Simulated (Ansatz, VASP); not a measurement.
**Two plane-wave programs on Pd**

```
CELL_PARAMETERS angstrom
0.00000 1.95364 1.95364
1.95364 0.00000 1.95364
1.95364 1.95364 0.00000
ATOMIC_POSITIONS crystal
Pd 0.00000 0.00000 0.00000
```

Alike in both runs: functional r2SCAN; k mesh 20 × 20 × 20; occupations methfessel-paxton of order 1, width 0.1 eV; no spin polarisation.

Ansatz relaxed the structure, and its values are those at the end. VASP's run is a single point on that final structure, the one shown.

|  | VASP | Ansatz |
| --- | --- | --- |
| version | VASP 6.6.1 | Ansatz 0.2.0 |
| potentials or method | VASP PAW PBE potentials, release 64 (Pd) | scalar-relativistic, plane waves, PAW |
| plane-wave cutoff (eV) | 520 | 500 |
| valence electrons in the cell | 10 | 18 |

VASP gave:

| Property | Result |
| --- | --- |
| gap on the k mesh at the Fermi level (eV) | none |
| pressure (GPa) | 0.6 |

Task: Estimate Ansatz's values.

Result: gap on the k mesh at the Fermi level (eV): none; pressure (GPa): 0.0.

VASP's potentials were made for PBE, not for r2SCAN. A gap of «none» marks a metal or a gap that the smearing closes. VASP's potentials hold 10 valence electrons a cell and Ansatz's 18, so a difference there can come from the potentials and not from the codes.
